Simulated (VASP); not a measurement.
# Cu (Fm-3m) in VASP: notebook

Cu is run at these levels: PBEsol-based screened hybrid, B3LYP, LDA; tasks: single point.

Program: VASP 6.6.1. These are calculated values, not measurements. Logs are shortened: lines on timing, memory, paths and dates and some standing lists are left out, and cuts for length are marked.

## Step 1: The cell of the first run

The structure is cubic, space group Fm-3m (No. 225). Conventional cell: a = 3.663 Å, b = 3.663 Å, c = 3.663 Å, α = 90.00°, β = 90.00°, γ = 90.00°. Cu (site symmetry m-3m) has 12 Cu at 2.59 Å within 3.4 Å.

## Step 2: Single point, PBEsol-based screened hybrid

POSCAR

```
Cu
1.0
    0.0000000000      1.8312856224      1.8312856224
    1.8312856224      0.0000000000      1.8312856224
    1.8312856224      1.8312856224      0.0000000000
Cu
1
Direct
    0.0000000000      0.0000000000      0.0000000000
```

INCAR.step1

```
PREC = Accurate ; ENCUT = 520
EDIFF = 1E-5 ; ISMEAR = -1
SIGMA = 0.05 ; LREAL = F
LASPH = T ; NELM = 60
ALGO = Normal ; ISIF = 2
LWAVE = T ; LCHARG = F
NBANDS = 12 ; GGA = PE
```

INCAR.step2

```
PREC = Accurate ; ENCUT = 520
EDIFF = 1E-6 ; ISMEAR = -1
SIGMA = 0.05 ; LREAL = F
LASPH = T ; NELM = 60
ALGO = Normal ; ISIF = 2
LWAVE = F ; LCHARG = F
GGA = PS ; LHFCALC = T
AEXX = 0.25 ; HFSCREEN = 0.207
PRECFOCK = Normal ; NBANDS = 12
ISTART = 1
```

KPOINTS

```
regular mesh
0
Gamma
  7 7 7
```

Potentials or basis: VASP PAW PBE potentials, release 64 (Cu).

The run is started by

```console
$ cat potpaw_PBE.64/Cu/POTCAR > POTCAR
$ cp INCAR.step1 INCAR
$ mpirun -np 1 vasp_std > vasp.out
$ cp INCAR.step2 INCAR
$ mpirun -np 1 vasp_std > vasp.out
```

OUTCAR:

```text
PREC = Accurate
   ENCUT = 520
   EDIFF = 1E-6
   ISMEAR = -1
   LREAL = F
   LASPH = T
   NELM = 60
   ISIF = 2
   GGA = PS
   LHFCALC = T
   AEXX = 0.25
   HFSCREEN = 0.207
   PRECFOCK = Normal
   ISTART = 1

 ion  position               nearest neighbor table
   1  0.000  0.000  0.000-

  LATTYP: Found a face centered cubic cell.
 ALAT       =     3.6625712448

  Lattice vectors:

 A1 = (   0.0000000000,   1.8312856224,   1.8312856224)
 A2 = (   1.8312856224,   0.0000000000,   1.8312856224)
 A3 = (   1.8312856224,   1.8312856224,   0.0000000000)

Analysis of symmetry for initial positions (statically):
=====================================================================
 Subroutine PRICEL returns:
 Original cell was already a primitive cell.

 Routine SETGRP: Setting up the symmetry group for a
 face centered cubic supercell.

 Subroutine GETGRP returns: Found 48 space group operations
[... 9 lines left out ...]

 Routine SETGRP: Setting up the symmetry group for a
 face centered cubic supercell.

 Subroutine GETGRP returns: Found 48 space group operations
[... 11 lines left out ...]
                                     Primitive cell

  volume of cell :      12.2828

  direct lattice vectors                    reciprocal lattice vectors
     0.000000000  1.831285622  1.831285622    -0.273032232  0.273032232  0.273032232
     1.831285622  0.000000000  1.831285622     0.273032232 -0.273032232  0.273032232
     1.831285622  1.831285622  0.000000000     0.273032232  0.273032232 -0.273032232

  length of vectors
     2.589828964  2.589828964  2.589828964     0.472905697  0.472905697  0.472905697

  position of ions in fractional coordinates (direct lattice)
     0.000000000  0.000000000  0.000000000

  ion indices of the primitive-cell ions
   primitive index   ion index
                 1           1

----------------------------------------------------------------------------------------

 KPOINTS: regular mesh

Automatic generation of k-mesh.
 Grid dimensions read from file:
 generate k-points for:    7    7    7

 Generating k-lattice:

  Cartesian coordinates                     Fractional coordinates (reciprocal lattice)
    -0.039004605  0.039004605  0.039004605     0.142857143  0.000000000  0.000000000
     0.039004605 -0.039004605  0.039004605     0.000000000  0.142857143  0.000000000
     0.039004605  0.039004605 -0.039004605     0.000000000  0.000000000  0.142857143

  Length of vectors
[... 62 lines left out ...]
   NUPDOWN=      -1.0000    fix difference up-down
   EMIN   =  10.00;   EMAX   =-10.00  energy-range for DOS
   EFERMI =   0.00;   METHOD = LEGACY
   ISMEAR =    -1;   SIGMA  =   0.05  broadening in eV -4-tet -1-fermi 0-gaus
   EFERMI_NEDOS =   21; number of points for ismear=-14 and -15
   IALGO  =     38    algorithm
   IMIX   =      1    mixing-type and parameters
     AMIX     =   0.40;   BMIX     =  1.00
     AMIX_MAG =   1.60;   BMIX_MAG =  1.00
  volume/ion in A,a.u.               =      12.28        82.89
  Fermi-wavevector in a.u.,A,eV,Ry     =   1.577997  2.981983 33.879542  2.490076
  Thomas-Fermi vector in A             =   2.678595
   LORBIT       =      0    0 simple, 1 ext, 2 COOP (PROOUT), +10 PAW based schemes
   GGA     = PS    functional components
   LHFCALC =     T    Hartree Fock is set to
   PRECFOCK=normal    Normal, Fast or Accurate (Low or Medium for compatibility)
   ENCUT4O =  -1.0   cutoff for four orbital integrals eV
   NKREDX  =     1    reduce k-point grid by
   NKREDY  =     1    reduce k-point grid by
   NKREDZ  =     1    reduce k-point grid by
   AEXX    =    0.2500 exact exchange contribution
   HFSCREEN=    0.2070 screening length (either q_TF or 0.3 A-1)
   HFSCREENC=   0.2070 screening length for correlation (either q_TF or 0.3 A-1)
   ENCUTFOCK=  -1.0 apply spherical cutoff to Coloumb kernel
   IVDW    =     0    specifies the selected vdW correction
   LEPSILON=     F    determine dielectric tensor
   LRPA    =     F    only Hartree local field effects (RPA)
 non-spin polarized calculation
  energy-cutoff  :      520.00
  volume of cell :       12.28
 maximum number of plane-waves:       338
  NGX = 16; NGY = 16; NGZ = 16

 number of electron      10.9999989 magnetization

 Free energy of the ion-electron system (eV)
  ---------------------------------------------------
  ext. energy  EPLUGINS =         0.00000000
  ---------------------------------------------------
  free energy    TOTEN  =        -4.08868616 eV

  energy without entropy =       -4.08739447  energy(sigma->0) =       -4.08804032

 E-fermi :   7.1333     XC(G=0): -10.2699

 val. band max:        5.8625096429   @ k =   0.4286   0.2857   0.0000
 cond. band min:       7.1518934215   @ k =   0.4286   0.4286   0.0000
 fundamental gap:      1.2893837786
 Fermi energy:         7.1332740090

 k-point     1 :       0.0000    0.0000    0.0000
  band No.  band energies     occupation
      1      -3.3189      2.00000
      2       2.4078      2.00000
      3       2.4078      2.00000
      4       2.4078      2.00000
      5       3.1785      2.00000
      6       3.1785      2.00000
      7      30.1957      0.00000
      8      32.8676      0.00000
      9      32.8676      0.00000
     10      32.8676      0.00000
     11      35.4631      0.00000
     12      35.4631      0.00000
[... 271 lines left out ...]
 k-point    20 :      -0.2857    0.4286    0.1429
  band No.  band energies     occupation
      1       1.3524      2.00000
      2       1.7014      2.00000
      3       2.2800      2.00000
      4       3.2131      2.00000
      5       3.9540      2.00000
      6      12.3819      0.00000
      7      12.9309      0.00000
      8      15.8072      0.00000
      9      19.2898      0.00000
     10      31.9354      0.00000
     11      38.2238      0.00000
     12      38.4765      0.00000

------------------------ aborting loop because EDIFF is reached ----------------------------------------

  FORCE on cell =-STRESS in cart. coord.  units (eV):
  Direction    XX          YY          ZZ          XY          YZ          ZX
  --------------------------------------------------------------------------------------
  -------------------------------------------------------------------------------------
  Total       -0.6692344     -0.6692344     -0.6692344      0.0000000      0.0000000      0.0000000
  in kB      -87.2952470    -87.2952470    -87.2952470      0.0000000      0.0000000      0.0000000
  external PRESSURE =     -87.2952470 kB  Pullay stress =       0.0000000 kB

 VOLUME and BASIS-vectors are now :
 -----------------------------------------------------------------------------
  energy-cutoff  :      520.00
  volume of cell :       12.28
      direct lattice vectors                 reciprocal lattice vectors
     0.000000000  1.831285622  1.831285622    -0.273032232  0.273032232  0.273032232
     1.831285622  0.000000000  1.831285622     0.273032232 -0.273032232  0.273032232
     1.831285622  1.831285622  0.000000000     0.273032232  0.273032232 -0.273032232

 POSITION                                       TOTAL-FORCE (eV/Angst)
 -----------------------------------------------------------------------------------
      0.00000      0.00000      0.00000        -0.000000     -0.000000     -0.000000
 -----------------------------------------------------------------------------------
    total drift:                               -0.000003      0.000008      0.000014

  FREE ENERGIE OF THE ION-ELECTRON SYSTEM (eV)
  ---------------------------------------------------
  free  energy   TOTEN  =        -4.0886861645 eV

  energy  without entropy=       -4.0873944698  energy(sigma->0) =       -4.08804032
```

OUTCAR.step1:

```text
PREC = Accurate
   ENCUT = 520
   EDIFF = 1E-5
   ISMEAR = -1
   LREAL = F
[... 508 lines left out ...]

 POSITION                                       TOTAL-FORCE (eV/Angst)
 -----------------------------------------------------------------------------------
      0.00000      0.00000      0.00000         0.000000      0.000000      0.000000
 -----------------------------------------------------------------------------------
    total drift:                                0.000000      0.000000      0.000000

  FREE ENERGIE OF THE ION-ELECTRON SYSTEM (eV)
  ---------------------------------------------------
  free  energy   TOTEN  =        -3.7658011401 eV

  energy  without entropy=       -3.7646012472  energy(sigma->0) =       -3.76520119
```

OSZICAR.step1:

```text
N       E                     dE             d eps       ncg     rms          rms(c)
DAV:   1     0.439895196457E+02    0.43990E+02   -0.51344E+03   520   0.148E+03
DAV:   2    -0.311411678018E+01   -0.47104E+02   -0.42364E+02   488   0.201E+02
DAV:   3    -0.462985917686E+01   -0.15157E+01   -0.15065E+01   568   0.428E+01
DAV:   4    -0.463906210278E+01   -0.92029E-02   -0.92021E-02   544   0.292E+00
DAV:   5    -0.463915130553E+01   -0.89203E-04   -0.89202E-04   588   0.288E-01    0.761E+00
DAV:   6    -0.417972153337E+01    0.45943E+00   -0.15084E+01   572   0.722E+01    0.415E+00
DAV:   7    -0.377634730239E+01    0.40337E+00   -0.24274E+00   580   0.293E+01    0.497E-01
DAV:   8    -0.376817090953E+01    0.81764E-02   -0.77585E-03   580   0.166E+00    0.370E-01
DAV:   9    -0.376580588945E+01    0.23650E-02   -0.15356E-02   588   0.214E+00    0.355E-02
DAV:  10    -0.376580114005E+01    0.47494E-05   -0.70602E-05   628   0.143E-01
   1 F= -.37658011E+01 E0= -.37652012E+01  d E =-.119989E-02
```

It took 16 min on 1 thread of Intel Xeon Platinum 8375C at 2.90GHz (Ice Lake), shared host; peak memory 0.22 GiB.

Results:

```
Free energy : -4.0887 eV
Pressure    : -8.7 GPa
```

Caveat: the k points lie up to 0.42 Å⁻¹ apart; the PAW data sets were made with another functional, which shifts forces and pressure a little.

## Step 3: Single point, B3LYP

This run uses another cell than the first one, of 11.81 Å³/atom, 0.962 times its volume.

POSCAR

```
Cu
1.0
    0.0000000000      1.8075000000      1.8075000000
    1.8075000000      0.0000000000      1.8075000000
    1.8075000000      1.8075000000      0.0000000000
Cu
1
Direct
    0.0000000000      0.0000000000      0.0000000000
```

INCAR.step1

```
ALGO = Normal
EDIFF = 1E-5
ENCUT = 520
GGA = PE
ISIF = 2
ISMEAR = -1
LASPH = T
LREAL = F
LWAVE = T
NBANDS = 12
NELM = 80
PREC = Accurate
SIGMA = 0.05
```

INCAR.step2

```
AEXX = 0.2
AGGAC = 0.81
AGGAX = 0.72
ALDAC = 0.19
ALGO = Normal
EDIFF = 1E-6
ENCUT = 520
GGA = B3
ISIF = 2
ISMEAR = -1
ISTART = 1
LASPH = T
LCHARG = T
LELF = T
LHFCALC = T
LREAL = F
LVHAR = T
LWAVE = F
NBANDS = 12
NELM = 80
PREC = Accurate
PRECFOCK = Normal
SIGMA = 0.05
```

KPOINTS

```
k-points
0
Gamma
  7 7 7
```

Potentials or basis: VASP PAW PBE potentials, release 64 (Cu).

The run is started by

```console
$ cat potpaw_PBE.64/Cu/POTCAR > POTCAR
$ cp INCAR.step1 INCAR
$ mpirun -np 1 vasp_std > vasp.out
$ cp INCAR.step2 INCAR
$ mpirun -np 1 vasp_std > vasp.out
```

OUTCAR:

```text
AEXX = 0.2
   EDIFF = 1E-6
   ENCUT = 520
   GGA = B3
   ISIF = 2
   ISMEAR = -1
   ISTART = 1
   LASPH = T
   LHFCALC = T
   LREAL = F
   NELM = 80
   PREC = Accurate
   PRECFOCK = Normal

 ion  position               nearest neighbor table
   1  0.000  0.000  0.000-

  LATTYP: Found a face centered cubic cell.
 ALAT       =     3.6150000000

  Lattice vectors:

 A1 = (   0.0000000000,   1.8075000000,   1.8075000000)
[... 480 lines left out ...]
     10      33.5900      0.00000
     11      39.9665      0.00000
     12      40.2570      0.00000

------------------------ aborting loop because EDIFF is reached ----------------------------------------

  FORCE on cell =-STRESS in cart. coord.  units (eV):
  Direction    XX          YY          ZZ          XY          YZ          ZX
  --------------------------------------------------------------------------------------
  -------------------------------------------------------------------------------------
  Total        0.5922000      0.5922000      0.5922000      0.0000000     -0.0000000      0.0000000
  in kB       80.3367141     80.3367141     80.3367141      0.0000000     -0.0000000      0.0000000
  external PRESSURE =      80.3367141 kB  Pullay stress =       0.0000000 kB

 VOLUME and BASIS-vectors are now :
 -----------------------------------------------------------------------------
  energy-cutoff  :      520.00
  volume of cell :       11.81
      direct lattice vectors                 reciprocal lattice vectors
     0.000000000  1.807500000  1.807500000    -0.276625173  0.276625173  0.276625173
     1.807500000  0.000000000  1.807500000     0.276625173 -0.276625173  0.276625173
     1.807500000  1.807500000  0.000000000     0.276625173  0.276625173 -0.276625173

 POSITION                                       TOTAL-FORCE (eV/Angst)
 -----------------------------------------------------------------------------------
      0.00000      0.00000      0.00000        -0.000000     -0.000000     -0.000000
 -----------------------------------------------------------------------------------
    total drift:                               -0.000000      0.000000      0.000000

  FREE ENERGIE OF THE ION-ELECTRON SYSTEM (eV)
  ---------------------------------------------------
  free  energy   TOTEN  =        -3.2496649766 eV

  energy  without entropy=       -3.2484760654  energy(sigma->0) =       -3.24907052
```

OUTCAR.step1:

```text
EDIFF = 1E-5
   ENCUT = 520
   GGA = PE
   ISIF = 2
   ISMEAR = -1
   LASPH = T
[... 507 lines left out ...]

 POSITION                                       TOTAL-FORCE (eV/Angst)
 -----------------------------------------------------------------------------------
      0.00000      0.00000      0.00000         0.000000      0.000000     -0.000000
 -----------------------------------------------------------------------------------
    total drift:                               -0.000000     -0.000000     -0.000000

  FREE ENERGIE OF THE ION-ELECTRON SYSTEM (eV)
  ---------------------------------------------------
  free  energy   TOTEN  =        -3.7675030857 eV

  energy  without entropy=       -3.7663075163  energy(sigma->0) =       -3.76690530
```

It took 7.9 min on 1 thread of AMD EPYC 9R45 (Zen 5), shared host; peak memory 0.1 GiB.

What came out:

```yaml
Free_energy: -3.2497 eV
Pressure: 8.0 GPa
```

Caveat: the k points lie up to 0.43 Å⁻¹ apart; the PAW data sets were made with another functional, which shifts forces and pressure a little.

## Step 4: Single point, LDA

This run uses another cell than the first one, of 10.88 Å³/atom, 0.886 times its volume.

INCAR

```
SYSTEM = Cu
  PREC = Accurate
  ENCUT = 600
  EDIFF = 1E-6
  ISMEAR = -1
  SIGMA = 0.05
  LREAL = .False.
  LASPH = .True.
  NELM = 120
  ALGO = Normal
  ISIF = 2
  LWAVE = .False.
  LCHARG = .False.
  GGA = CA
  NBANDS = 12
  GGA_COMPAT = .False.
```

KPOINTS

```
Automatic mesh
0
Gamma
  13 13 13
  0 0 0
```

POSCAR

```
Cu
1.0
    0.0000000000      1.7587488568      1.7587488568
    1.7587488568      0.0000000000      1.7587488568
    1.7587488568      1.7587488568      0.0000000000
Cu
1
Direct
    0.0000000000      0.0000000000      0.0000000000
```

Potentials or basis: VASP PAW LDA potentials, release 64 (Cu).

The run is started by

```console
$ cat potpaw_LDA.64/Cu/POTCAR > POTCAR
$ mpirun -np 1 vasp_std > vasp.out
```

OUTCAR:

```text
SYSTEM = Cu
   PREC = Accurate
   ENCUT = 600
   EDIFF = 1E-6
   ISMEAR = -1
   LREAL = .False.
   LASPH = .True.
   NELM = 120
   ISIF = 2
   GGA = CA

 ion  position               nearest neighbor table
   1  0.000  0.000  0.000-

  LATTYP: Found a face centered cubic cell.
 ALAT       =     3.5174977136

  Lattice vectors:

 A1 = (   0.0000000000,   1.7587488568,   1.7587488568)
 A2 = (   1.7587488568,   0.0000000000,   1.7587488568)
 A3 = (   1.7587488568,   1.7587488568,   0.0000000000)

Analysis of symmetry for initial positions (statically):
[... 530 lines left out ...]
      7      14.9165      0.00000
      8      26.1087      0.00000
      9      27.5290      0.00000
     10      29.8476      0.00000
     11      39.9598      0.00000
     12      40.0136      0.00000

 [... further k-points ...]
[... 5 lines left out ...]
  --------------------------------------------------------------------------------------
  -------------------------------------------------------------------------------------
  Total        0.0642871      0.0642871      0.0642871     -0.0000000     -0.0000000      0.0000000
  in kB        9.4665759      9.4665759      9.4665759     -0.0000000     -0.0000000      0.0000000
  external PRESSURE =       9.4665759 kB  Pullay stress =       0.0000000 kB

 VOLUME and BASIS-vectors are now :
 -----------------------------------------------------------------------------
  energy-cutoff  :      600.00
  volume of cell :       10.88
      direct lattice vectors                 reciprocal lattice vectors
     0.000000000  1.758748857  1.758748857    -0.284293006  0.284293006  0.284293006
     1.758748857  0.000000000  1.758748857     0.284293006 -0.284293006  0.284293006
     1.758748857  1.758748857  0.000000000     0.284293006  0.284293006 -0.284293006

 POSITION                                       TOTAL-FORCE (eV/Angst)
 -----------------------------------------------------------------------------------
      0.00000      0.00000      0.00000        -0.000000      0.000000      0.000000
 -----------------------------------------------------------------------------------
    total drift:                                0.000000      0.000000      0.000000

  FREE ENERGIE OF THE ION-ELECTRON SYSTEM (eV)
  ---------------------------------------------------
  free  energy   TOTEN  =        -4.7101610844 eV

  energy  without entropy=       -4.7074951300  energy(sigma->0) =       -4.70882811
```

stdout:

```text
POSCAR found type information on POSCAR Cu
 POSCAR found :  1 types and       1 ions
 scaLAPACK will be used
 LDA part: xc-table for (Slater(with rela. corr.)+CA(PZ))
 , standard interpolation
 POSCAR, INCAR and KPOINTS ok, starting setup
 FFT: planning ... GRIDC
 FFT: planning ... GRID_SOFT
 FFT: planning ... GRID
 WAVECAR not read
 entering main loop
```

Run time: 4.7 s. Hardware: 1 thread of Intel Xeon 6975P-C (Granite Rapids), shared host; peak memory 0.12 GiB.

Results:

```
Free energy : -4.7102 eV
Pressure    : 0.9 GPa
```

Levels at points of the mesh, in eV from the Fermi level:
```csv
k point,band 3,band 4,band 5,band 6,band 7,band 8,band 9,band 10
"(0.00, 0.00, 0.00)",-3.53,-3.53,-2.58,-2.58,23.14,26.26,26.26,26.26
```

## Step 5: Summary

| level | potentials or basis | cell | k mesh | cutoff (eV) | grid for exact exchange (PRECFOCK) | share of exact exchange | screening parameter | gap on the mesh (eV) | pressure (GPa) |
| --- | --- | --- | --- | --- | --- | --- | --- | --- | --- |
| PBEsol-based screened hybrid | VASP PAW PBE potentials, release 64 (Cu) | a = 2.590 Å, angles 60.0°, 1 atom | 7 × 7 × 7 | 520 | Normal | 0.25 | 0.207 1/Å | none | -8.7 |
| B3LYP | VASP PAW PBE potentials, release 64 (Cu) | a = 2.556 Å, angles 60.0°, 1 atom | 7 × 7 × 7 | 520 | Normal | - | - | none | 8.0 |
| LDA | VASP PAW LDA potentials, release 64 (Cu) | a = 2.487 Å, angles 60.0°, 1 atom | 13 × 13 × 13 | 600 | - | - | - | none | 0.9 |

Alike in all rows: task single point; no spin polarisation; smearing fermi-dirac 0.05 eV.

Caveats: some runs use coarse meshes; the PAW data sets were made with another functional, which shifts forces and pressure a little (some runs).

Absolute energies hang on the potentials; compare differences alone.
